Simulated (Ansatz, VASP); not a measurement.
# Sc2GaP3: VASP beside Ansatz

```xyz
6
Lattice="4.5426 0.0000 0.0000 0.0000 4.5426 0.0000 0.0000 0.0000 6.1565" Properties=species:S:1:pos:R:3 pbc="T T T"
Sc    2.2713    2.2713    1.6021
Sc    2.2713    2.2713    4.5544
Ga    0.0000    0.0000    0.0000
P     2.2713    0.0000    3.0782
P     0.0000    2.2713    3.0782
P     0.0000    0.0000    3.0782
```

Alike in both runs: functional PBE; k mesh 8 × 8 × 6; occupations gaussian, width 0.1 eV; no spin polarisation.

Ansatz relaxed the structure, and its values are those at the end. VASP's run is a single point on that final structure, the one shown.

|  | VASP | Ansatz |
| --- | --- | --- |
| version | VASP 6.6.1 | Ansatz 0.2.0 |
| potentials or method | VASP PAW PBE potentials, release 64 (Sc_sv, Ga_d, P), cutoff 520 eV | scalar-relativistic, plane waves, PAW |
| valence electrons in the cell | 50 | 50 |

|  | VASP | Ansatz | Ansatz less VASP |
| --- | --- | --- | --- |
| gap on the k mesh at the Fermi level (eV) | none | none | - |
| pressure (GPa) | 0.0 | 0.0 | 0.00 |
| rms of the force components (eV/Å) | 0.008 | 0.000 | -0.0083 |

A gap of «none» marks a metal or a gap that the smearing closes.
